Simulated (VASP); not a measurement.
# Au (Fm-3m) in VASP: notebook

Au is run at these levels: PBE; tasks: relaxation of cell and atoms.

All numbers are computed with VASP 6.6.1; they aren't measurements. Logs are shortened: lines on timing, memory, paths and dates and some standing lists are left out, and cuts for length are marked.

### Step 1. The cell of the first run

It takes space group Fm-3m (No. 225, cubic). Conventional cell: a = 4.070 Å, b = 4.070 Å, c = 4.070 Å, α = 90.00°, β = 90.00°, γ = 90.00°. Within 3.8 Å of Au (site symmetry m-3m) lie 12 Au at 2.88 Å.

### Step 2. Relaxation of cell and atoms, PBE, target pressure 10 GPa, at which the enthalpy is minimised

Input file INCAR:

```
SYSTEM = Au
PREC     = Accurate       ! precision mode
ENCUT    = 600            ! plane-wave cutoff, eV
EDIFF    = 1E-6           ! SCF threshold, eV
ISMEAR   = -1             ! smearing method
SIGMA    = 0.1            ! smearing width, eV
LREAL    = .False.        ! projectors in reciprocal space
LASPH    = .True.         ! aspherical terms in the spheres
NELM     = 100            ! most SCF steps
ALGO     = Normal         ! electronic algorithm
ISIF     = 3              ! what is computed and relaxed
LWAVE    = .False.        ! write WAVECAR
LCHARG   = .False.        ! write CHGCAR
GGA      = PE             ! functional
IBRION   = 2              ! ionic algorithm
NSW      = 80             ! ionic steps
EDIFFG   = -0.01          ! ionic threshold
PSTRESS  = 100.0
```

Input file KPOINTS:

```
Automatic mesh
0
Gamma
  10 10 10
  0 0 0
```

Input file POSCAR:

```
Au
1.0
    0.0000000000      2.0350000000      2.0350000000
    2.0350000000      0.0000000000      2.0350000000
    2.0350000000      2.0350000000      0.0000000000
Au
1
Direct
    0.0000000000      0.0000000000      0.0000000000
```

Potentials or basis: VASP PAW PBE potentials, release 64 (Au).

On the command line:

```console
$ cat potpaw_PBE.64/Au/POTCAR > POTCAR
$ mpirun -np 1 vasp_std > vasp.out
```

OUTCAR:

```text
SYSTEM = Au
   PREC = Accurate
   ENCUT = 600
   EDIFF = 1E-6
   ISMEAR = -1
   LREAL = .False.
   LASPH = .True.
   NELM = 100
   ISIF = 3
   GGA = PE
   IBRION = 2
   NSW = 80
   EDIFFG = -0.01
   PSTRESS = 100.0

 ion  position               nearest neighbor table
   1  0.000  0.000  0.000-

  LATTYP: Found a face centered cubic cell.
 ALAT       =     4.0700000000

  Lattice vectors:

 A1 = (   0.0000000000,   2.0350000000,   2.0350000000)
 A2 = (   2.0350000000,   0.0000000000,   2.0350000000)
 A3 = (   2.0350000000,   2.0350000000,   0.0000000000)

Analysis of symmetry for initial positions (statically):
=====================================================================
 Subroutine PRICEL returns:
 Original cell was already a primitive cell.

 Routine SETGRP: Setting up the symmetry group for a
 face centered cubic supercell.

 Subroutine GETGRP returns: Found 48 space group operations
 (whereof 48 operations were pure point group operations)
 out of a pool of 48 trial point group operations.

The static configuration has the point symmetry O_h .

Analysis of symmetry for dynamics (positions and initial velocities):
=====================================================================
 Subroutine PRICEL returns:
 Original cell was already a primitive cell.

 Routine SETGRP: Setting up the symmetry group for a
 face centered cubic supercell.

 Subroutine GETGRP returns: Found 48 space group operations
 (whereof 48 operations were pure point group operations)
 out of a pool of 48 trial point group operations.

The dynamic configuration has the point symmetry O_h .

 Subroutine INISYM returns: Found 48 space group operations
 (whereof 48 operations are pure point group operations),
 and found     1 'primitive' translations

----------------------------------------------------------------------------------------

                                     Primitive cell

  volume of cell :      16.8548

  direct lattice vectors                    reciprocal lattice vectors
     0.000000000  2.035000000  2.035000000    -0.245700246  0.245700246  0.245700246
     2.035000000  0.000000000  2.035000000     0.245700246 -0.245700246  0.245700246
     2.035000000  2.035000000  0.000000000     0.245700246  0.245700246 -0.245700246

  length of vectors
     2.877924599  2.877924599  2.877924599     0.425565309  0.425565309  0.425565309

  position of ions in fractional coordinates (direct lattice)
     0.000000000  0.000000000  0.000000000
[... 84 lines left out ...]
   POTIM  = 0.5000    time-step for ionic-motion
   TEBEG  =    0.0;   TEEND  =   0.0 temperature during run
   PSTRESS=  100.0 pullay stress
   NELECT =      11.0000    total number of electrons
   NUPDOWN=      -1.0000    fix difference up-down
   EMIN   =  10.00;   EMAX   =-10.00  energy-range for DOS
   EFERMI =   0.00;   METHOD = LEGACY
   ISMEAR =    -1;   SIGMA  =   0.10  broadening in eV -4-tet -1-fermi 0-gaus
   EFERMI_NEDOS =   21; number of points for ismear=-14 and -15
   IALGO  =     38    algorithm
   IMIX   =      4    mixing-type and parameters
     AMIX     =   0.40;   BMIX     =  1.00
     AMIX_MAG =   1.60;   BMIX_MAG =  1.00
  volume/ion in A,a.u.               =      16.85       113.74
  Fermi-wavevector in a.u.,A,eV,Ry     =   1.420032  2.683470 27.436005  2.016489
  Thomas-Fermi vector in A             =   2.540990
   LORBIT       =      0    0 simple, 1 ext, 2 COOP (PROOUT), +10 PAW based schemes
   GGA     = PE    functional components
   LHFCALC =     F    Hartree Fock is set to
   AEXX    =    0.0000 exact exchange contribution
   IVDW    =     0    specifies the selected vdW correction
   LEPSILON=     F    determine dielectric tensor
   LRPA    =     F    only Hartree local field effects (RPA)
 conjugate gradient relaxation of ions
 non-spin polarized calculation
  energy-cutoff  :      600.00
  volume of cell :       16.85
 maximum number of plane-waves:       588
   NGX = 11   NGY = 11   NGZ = 11

--------------------------------------- Ionic step        1  -------------------------------------------

 number of electron      10.9999999 magnetization

 Free energy of the ion-electron system (eV)
  ---------------------------------------------------
  ext. energy  EPLUGINS =         0.00000000
  ---------------------------------------------------
  free energy    TOTEN  =        -3.17311203 eV

  energy without entropy =       -3.15574330  energy(sigma->0) =       -3.16442767

------------------------ aborting loop because EDIFF is reached ----------------------------------------

  FORCE on cell =-STRESS in cart. coord.  units (eV):
  Direction    XX          YY          ZZ          XY          YZ          ZX
  --------------------------------------------------------------------------------------
  -------------------------------------------------------------------------------------
  Total        1.1582301      1.1582301      1.1582301     -0.0000000     -0.0000000      0.0000000
  in kB      110.0986998    110.0986998    110.0986998     -0.0000000     -0.0000000      0.0000000
  external PRESSURE =      10.0986998 kB  Pullay stress =     100.0000000 kB
[... 61 lines left out ...]
--------------------------------------- Ionic step        3  -------------------------------------------

 number of electron      10.9999999 magnetization

 Free energy of the ion-electron system (eV)
  ---------------------------------------------------
  ext. energy  EPLUGINS =         0.00000000
  ---------------------------------------------------
  free energy    TOTEN  =        -3.17875621 eV

  energy without entropy =       -3.16146067  energy(sigma->0) =       -3.17010844

 E-fermi :   9.5565     XC(G=0): -12.7529

 val. band max:        9.4178122596   @ k =   0.5000   0.2000   0.1000
 cond. band min:       9.6281908247   @ k =   0.5000   0.1000   0.0000
 fundamental gap:      0.2103785651
 Fermi energy:         9.5564524928

 k-point     1 :       0.0000    0.0000    0.0000
  band No.  band energies     occupation
      1      -0.3453      2.00000
      2       4.8493      2.00000
      3       4.8493      2.00000
      4       4.8493      2.00000
      5       6.3807      2.00000
      6       6.3807      2.00000
      7      24.0868      0.00000
      8      28.1227      0.00000
      9      28.1227      0.00000
[... 265 lines left out ...]
 k-point    24 :       0.4000    0.3000    0.0000
  band No.  band energies     occupation
      1       2.8238      2.00000
      2       3.2700      2.00000
      3       5.9637      2.00000
      4       6.6755      2.00000
      5       7.5193      2.00000
      6       8.1380      2.00000
      7      19.4068      0.00000
      8      21.7483      0.00000
      9      21.9545      0.00000

 [... further k-points ...]
[... 5 lines left out ...]
  --------------------------------------------------------------------------------------
  -------------------------------------------------------------------------------------
  Total        1.0553907      1.0553907      1.0553907      0.0000000      0.0000000     -0.0000000
  in kB       99.8129066     99.8129066     99.8129066      0.0000000      0.0000000     -0.0000000
  external PRESSURE =      -0.1870934 kB  Pullay stress =     100.0000000 kB
[... 20 lines left out ...]
  energy  without entropy=       -3.1614606722  energy(sigma->0) =       -3.17010844

  enthalpy is  TOTEN    =        -2.1213872237 eV   P V=        1.0573689870

 reached required accuracy - stopping structural energy minimisation
```

OSZICAR:

```text
N       E                     dE             d eps       ncg     rms          rms(c)
DAV:   1     0.509634677315E+02    0.50963E+02   -0.63702E+03   870   0.124E+03
DAV:   2    -0.305235614829E+01   -0.54016E+02   -0.51298E+02   864   0.220E+02
DAV:   3    -0.344016723186E+01   -0.38781E+00   -0.38752E+00  1061   0.203E+01
DAV:   4    -0.344111362660E+01   -0.94639E-03   -0.94638E-03   929   0.103E+00
[... 17 lines left out ...]
DAV:   1    -0.319170218969E+01   -0.31251E-02   -0.26878E-01   858   0.583E+00    0.680E-01
DAV:   2    -0.317928140919E+01    0.12421E-01   -0.41395E-02   852   0.198E+00    0.277E-01
DAV:   3    -0.317874301482E+01    0.53839E-03   -0.25528E-03   872   0.466E-01    0.201E-01
DAV:   4    -0.317875675656E+01   -0.13742E-04   -0.10232E-04   886   0.905E-02    0.115E-02
DAV:   5    -0.317875621066E+01    0.54590E-06   -0.14806E-06   864   0.132E-02
   3 F= -.21213872E+01 E0= -.21127395E+01  d E =-.267720E-03
```

Run time: 37 s. Hardware: 1 thread of AMD EPYC 7R13, shared host; peak memory 0.12 GiB.

What came out:

```
Free energy                                            : -3.1788 eV
Relaxed volume                                         : 16.94 Å³/atom
Relaxed cell                                           : a = 2.883 Å, b = 2.883 Å, c = 2.883 Å, α = 60.00°, β = 60.00°, γ = 60.00°
Space group after relaxing (to 0.05 Å)                 : Fm-3m (No. 225)
Energy change on relaxing (the enthalpy is what falls) : -5.6 meV/atom
Ionic steps                                            : 3
Pressure after relaxing                                : 10.0 GPa
```

Step by step:
```
step  energy change (eV)  largest force (eV/Å)  pressure (GPa)  volume (Å³)
   1              0.0000                0.0000           11.01        16.85
   2             -0.0155                0.0000            8.08        17.12
   3             -0.0056                0.0000            9.98        16.94
```

Final structure:
```
CELL_PARAMETERS angstrom
0.00000 2.03846 2.03846
2.03846 0.00000 2.03846
2.03846 2.03846 0.00000
ATOMIC_POSITIONS crystal
Au 0.00000 0.00000 0.00000
```

Caveat: the cell is relaxed towards a set pressure, so the enthalpy falls and the energy may rise; spin-orbit coupling is left out, which moves the levels of the heavy elements.

### Step 3. Relaxation of cell and atoms, PBE, target pressure 20 GPa, at which the enthalpy is minimised

Input file INCAR:

```
SYSTEM = Au
PREC = Accurate
ENCUT = 600
EDIFF = 1E-7
ISMEAR = -1
SIGMA = 0.1
LREAL = .False.
LASPH = .True.
NELM = 100
ALGO = Normal
ISIF = 3
LWAVE = .False.
LCHARG = .False.
GGA = PE
IBRION = 2
NSW = 80
EDIFFG = -0.01
PSTRESS = 200.0
```

KPOINTS is that of step 2.

POSCAR is that of step 2.

Potentials or basis: VASP PAW PBE potentials, release 64 (Au).

On the command line:

```console
$ cat potpaw_PBE.64/Au/POTCAR > POTCAR
$ mpirun -np 1 vasp_std > vasp.out
```

Run time: 56 s. Hardware: 1 thread of AMD EPYC 7R13, shared host; peak memory 0.12 GiB.

Results (log left out):

| Property | Result |
| --- | --- |
| Free energy | -3.1096 eV |
| Relaxed volume | 16.19 Å³/atom |
| Relaxed cell | a = 2.840 Å, b = 2.840 Å, c = 2.840 Å, α = 60.00°, β = 60.00°, γ = 60.00° |
| Space group after relaxing (to 0.05 Å) | Fm-3m (No. 225) |
| Energy change on relaxing (the enthalpy is what falls) | +63.5 meV/atom |
| Ionic steps | 4 |
| Pressure after relaxing | 19.9 GPa |

Step by step:
```csv
step,energy change (eV),largest force (eV/Å),pressure (GPa),volume (Å³)
1,0.0000,0.0000,11.01,16.85
2,0.3923,0.0000,51.68,14.65
3,0.0611,0.0000,19.66,16.21
4,0.0635,0.0000,19.94,16.19
```

Final structure:
```
CELL_PARAMETERS angstrom
0.00000 2.00786 2.00786
2.00786 0.00000 2.00786
2.00786 2.00786 0.00000
ATOMIC_POSITIONS crystal
Au 0.00000 0.00000 0.00000
```

Levels at points of the mesh, in eV from the Fermi level:
| k point | band 2 | band 3 | band 4 | band 5 | band 6 | band 7 | band 8 | band 9 |
| --- | --- | --- | --- | --- | --- | --- | --- | --- |
| (0.00, 0.00, 0.00) | -4.98 | -4.98 | -4.98 | -3.32 | -3.32 | 14.44 | 18.74 | 18.74 |
| (0.50, 0.00, 0.00) | -5.02 | -5.02 | -2.01 | -2.01 | -1.20 | 3.36 | 13.90 | 17.51 |
| (0.50, 0.50, 0.00) | -7.22 | -2.06 | -1.65 | -1.65 | 0.88 | 6.21 | 10.16 | 10.16 |

Caveat: the cell is relaxed towards a set pressure, so the enthalpy falls and the energy may rise; spin-orbit coupling is left out, which moves the levels of the heavy elements.

### Step 4. Relaxation of cell and atoms, PBE, target pressure 30 GPa, at which the enthalpy is minimised

Input file INCAR:

```
  PREC = Accurate
  ENCUT = 600
  EDIFF = 1E-6
  ISMEAR = -1
  SIGMA = 0.1
  LREAL = F
  LASPH = T
  NELM = 100
  ALGO = Normal
  ISIF = 3
  LWAVE = F
  LCHARG = F
  GGA = PE
  IBRION = 2
  NSW = 80
  EDIFFG = -0.01
  PSTRESS = 300.0
```

Input file KPOINTS:

```
Automatic mesh
0
Gamma
  10 10 10
```

POSCAR is that of step 3.

On the command line:

```console
$ cat potpaw_PBE.64/Au/POTCAR > POTCAR
$ mpirun -np 1 vasp_std > vasp.out
```

Run time: 54 s. Hardware: 1 thread of AMD EPYC 7R13, shared host; peak memory 0.13 GiB.

The run converged. Its results:

* Free energy: -3.0181 eV
* Relaxed volume: 15.60 Å³/atom
* Relaxed cell: a = 2.805 Å, b = 2.805 Å, c = 2.805 Å, α = 60.00°, β = 60.00°, γ = 60.00°
* Space group after relaxing (to 0.05 Å): Fm-3m (No. 225)
* Energy change on relaxing (the enthalpy is what falls): +155.0 meV/atom
* Ionic steps: 5
* Pressure after relaxing: 30.0 GPa

Step by step:
| step | energy change (eV) | largest force (eV/Å) | pressure (GPa) | volume (Å³) |
| --- | --- | --- | --- | --- |
| 1 | 0.0000 | 0.0000 | 11.01 | 16.85 |
| 2 | 1.6754 | 0.0000 | 147.73 | 12.44 |
| 3 | 0.1363 | 0.0000 | 28.08 | 15.70 |
| 4 | 0.1491 | 0.0000 | 29.40 | 15.63 |
| 5 | 0.1550 | 0.0000 | 30.01 | 15.60 |

Final structure:
```
Au
1.0
     0.00000    1.98309    1.98309
     1.98309    0.00000    1.98309
     1.98309    1.98309    0.00000
Au
1
Direct
  0.00000 0.00000 0.00000
```

Levels at points of the mesh, in eV from the Fermi level:
```csv
k point,band 4,band 5,band 6,band 7,band 8,band 9
"(0.00, 0.00, 0.00)",-5.22,-3.45,-3.45,14.34,18.85,18.85
"(0.50, 0.00, 0.00)",-2.05,-2.05,-1.40,3.57,13.81,17.77
"(0.50, 0.50, 0.00)",-1.67,-1.67,0.75,6.52,10.24,10.24
```

Caveat: the cell is relaxed towards a set pressure, so the enthalpy falls and the energy may rise; spin-orbit coupling is left out, which moves the levels of the heavy elements.

[end of part 1 of 2]
